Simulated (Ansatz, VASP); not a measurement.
Cu: VASP beside Ansatz

```
Cu
1.0
     0.00000    1.80750    1.80750
     1.80750    0.00000    1.80750
     1.80750    1.80750    0.00000
Cu
1
Direct
  0.00000 0.00000 0.00000
```

Alike in both runs: task single point; functional PBE; k mesh 13 × 13 × 13; occupations gaussian, width 0.026 eV; no spin polarisation.

|  | VASP | Ansatz |
| --- | --- | --- |
| version | VASP 6.6.1 | Ansatz 0.2.0 |
| potentials or method | VASP PAW PBE potentials, release 64 (Cu), cutoff 600 eV | all-electron LAPW, scalar-relativistic |

Ansatz gave:

```
gap on the k mesh at the Fermi level (eV) : none
pressure (GPa)                            : 1.6
```

Q: What did VASP give for the same quantities?

A: gap on the k mesh at the Fermi level (eV): none; pressure (GPa): 2.3.

A gap of «none» marks a metal or a gap that the smearing closes. Ansatz ran all-electron here, and VASP with PAW potentials.
